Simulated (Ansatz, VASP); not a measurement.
## SnO2 in VASP and in Ansatz

```
Sn O
1.0
     5.10056    0.00000    0.00000
     0.00000    5.10056    0.00000
     0.00000    0.00000    5.10056
Sn O
4 8
Direct
  0.00000 0.50000 0.50000
  0.50000 0.50000 0.00000
  0.50000 0.00000 0.50000
  0.00000 0.00000 0.00000
  0.33973 0.16027 0.83973
  0.16027 0.83973 0.33973
  0.83973 0.33973 0.16027
  0.66027 0.66027 0.66027
  0.33973 0.33973 0.33973
  0.16027 0.66027 0.83973
  0.83973 0.16027 0.66027
  0.66027 0.83973 0.16027
```

Alike in both runs: task single point; functional r2SCAN; k mesh 6 × 6 × 6; no spin polarisation.

```csv
,VASP,Ansatz
version,VASP 6.6.1,Ansatz 0.2.0
potentials or method,"VASP PAW PBE potentials, release 64 (Sn_d, O)","plane waves, PAW"
plane-wave cutoff (eV),520,500
occupations,"gaussian, width 0.01 eV",fixed
valence electrons in the cell,104,104
```

```csv
,VASP,Ansatz,Ansatz less VASP
gap on the k mesh at the Fermi level (eV),1.62,1.60,-0.028
pressure (GPa),1.2,0.0,-1.13
```

VASP's potentials were made for PBE, not for r2SCAN.
